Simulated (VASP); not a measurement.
**BaO: single point with PBEsol**

The system is BaO.

```
Ba O
1.0
     0.00000    2.74531    2.74531
     2.74531    0.00000    2.74531
     2.74531    2.74531    0.00000
Ba O
1 1
Direct
  0.00000 0.00000 0.00000
  0.50000 0.50000 0.50000
```

| Property | Result |
| --- | --- |
| Program | VASP 6.6.1 |
| Task | single point |
| Functional | PBEsol |
| Potentials or basis | VASP PAW PBE potentials, release 64 (Ba_sv, O_h) |
| Cutoff | 1340 eV |
| k mesh | 4 × 4 × 4 |
| Occupations | gaussian, width 0.01 eV |
| Spin | no spin polarisation |

```yaml
Pressure: 1.9 GPa
Band_gap_on_the_k_mesh: 1.77 eV
```

Levels at points of the mesh, in eV from the valence-band top:
```tsv
k point	band 4	band 5	band 6	band 7	band 8	band 9	band 10	band 11	band 12	band 13
(0.00, 0.00, 0.00)	-10.29	-10.29	-0.43	-0.43	-0.43	3.47	4.60	4.60	4.60	6.96
(0.50, 0.00, 0.00)	-10.42	-10.42	-2.17	-1.63	-1.63	4.88	7.21	7.21	8.14	10.72
(0.50, 0.50, 0.00)	-10.94	-10.94	-0.20	-0.20	0.00	1.77	6.02	9.01	9.37	9.94
```

Wall time 46 s on 1 thread of AMD EPYC 7R43 64-Core Processor (Zen 3), on a shared host, peak memory 0.28 GiB.

Caveat: the k points lie up to 0.50 Å⁻¹ apart; the PAW data sets were made with another functional, which shifts forces and pressure a little; spin-orbit coupling is left out, which moves the levels of the heavy elements. A k mesh can miss the band edges.
